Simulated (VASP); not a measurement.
Runs of VASP 6.6.1 on HfO2. The structure is that of space group Pnma (No. 62), or close to it. The cells are those of the table. 

```tsv
level	U	cell	k mesh	gap on the mesh (eV)	pressure (GPa)	largest force (eV/Å)
PBE	-	a = 5.556, b = 3.334, c = 6.505 Å, 12 atoms	5 × 8 × 4	3.40	-0.4	0.01
PBEsol+U	Hf d U = 1.0 eV	a = 5.534, b = 3.304, c = 6.466 Å, 12 atoms	5 × 8 × 4	3.37	-1.7	0.02
PBE	-	a = 5.556, b = 3.334, c = 6.505 Å, 12 atoms	2 × 4 × 2	3.40	-0.4	0.02
RPBE+D4	-	a = 5.557, b = 3.337, c = 6.506 Å, 12 atoms	5 × 8 × 4	3.47	-3.8	(a)
PBE+U	Hf d U = 3.0 eV	a = 5.594, b = 3.388, c = 6.594 Å, 12 atoms	4 × 6 × 3	3.83	1.2	0.16
PBE+U	Hf d U = 8.0 eV	a = 5.631, b = 3.476, c = 6.775 Å, 12 atoms	4 × 6 × 3	(c)	6.0	(b)
```

Alike in all rows: task single point; potentials or basis VASP PAW PBE potentials, release 64 (Hf_pv, O); no spin polarisation; cutoff (eV) 520; smearing fermi-dirac 0.05 eV.

Fill in the values left out.

(a) 0.07; (b) 0.67; (c) 4.63.

Caveats: some runs use coarse meshes; spin-orbit coupling is left out, which moves the levels of the heavy elements; the PAW data sets were made with another functional, which shifts forces and pressure a little (some runs).

A k mesh can miss the band edges, and the runs leave out spin-orbit coupling on Hf.
